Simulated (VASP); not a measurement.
## HfN: single point with r2SCAN

HfN:

```xyz
2
Lattice="2.7421 0.0000 0.0000 0.0000 2.7421 0.0000 0.0000 0.0000 2.7421" Properties=species:S:1:pos:R:3 pbc="T T T"
Hf    1.3710    1.3710    1.3710
N     0.0000    0.0000    0.0000
```

```yaml
Program: VASP 6.6.1
Task: single point
Functional: r2SCAN
Potentials_or_basis: VASP PAW PBE potentials, release 64 (Hf_pv, N)
Cutoff: 520 eV
k_mesh: 9 × 9 × 9
Occupations: fermi-dirac, width 0.05 eV
Spin: no spin polarisation
Dipole_correction: no
Further_INCAR_settings: ALGO = Normal; EDIFF = 1e-07; NBANDS = 14
```

```yaml
Pressure: 16.7 GPa
```

Levels at points of the mesh, in eV from the Fermi level:
```tsv
k point	band 5	band 6	band 7	band 8	band 9	band 10	band 11	band 12
(0.00, 0.00, 0.00)	-2.83	-2.83	-1.32	-1.32	-1.32	5.08	7.11	7.11
```

Run time: 22 s on 1 thread of AMD EPYC 9R45 96-Core Processor (Zen 5) (shared host), peak memory 0.1 GiB.

Caveat: the PAW data sets were made with another functional, which shifts forces and pressure a little; spin-orbit coupling is left out, which moves the levels of the heavy elements.
